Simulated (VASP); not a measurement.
Ru: single point with PBE

Ru:

```xyz
1
Lattice="0.0000 1.9034 1.9034 1.9034 0.0000 1.9034 1.9034 1.9034 0.0000" Properties=species:S:1:pos:R:3 pbc="T T T"
Ru    0.0000    0.0000    0.0000
```

```yaml
Program: VASP 6.6.1
Task: single point
Functional: PBE
Potentials_or_basis: VASP PAW PBE potentials, release 64 (Ru_pv)
Cutoff: 500 eV
k_mesh: 8 × 8 × 8
Occupations: gaussian, width 0.05 eV
Spin: no spin polarisation
Dipole_correction: no
Further_INCAR_settings: ALGO = Normal; EDIFF = 1e-06; NBANDS = 13
```

| Quantity | Value |
| --- | --- |
| Pressure | -0.1 GPa |
| Band gap on the k mesh | zero (band 7 reaches 14.68 eV, above the bottom of band 8 at 11.63 eV) |

Levels at points of the mesh, in eV from the Fermi level:
```tsv
k point	band 3	band 4	band 5	band 6	band 7	band 8	band 9	band 10	band 11	band 12
(0.00, 0.00, 0.00)	-42.26	-7.67	-2.36	-2.36	-2.36	0.03	0.03	10.73	15.22	20.87
(0.50, 0.00, 0.00)	-42.40	-5.80	-2.49	-2.49	1.16	1.86	1.86	10.05	10.74	14.81
(0.50, 0.50, 0.00)	-42.63	-6.10	-5.63	1.81	2.36	2.36	3.77	10.73	13.52	13.52
```

It took 4.3 s on 1 thread of Intel(R) Xeon(R) Platinum 8259CL CPU @ 2.50GHz (Skylake/Cascade Lake) (shared host), peak memory 0.12 GiB.
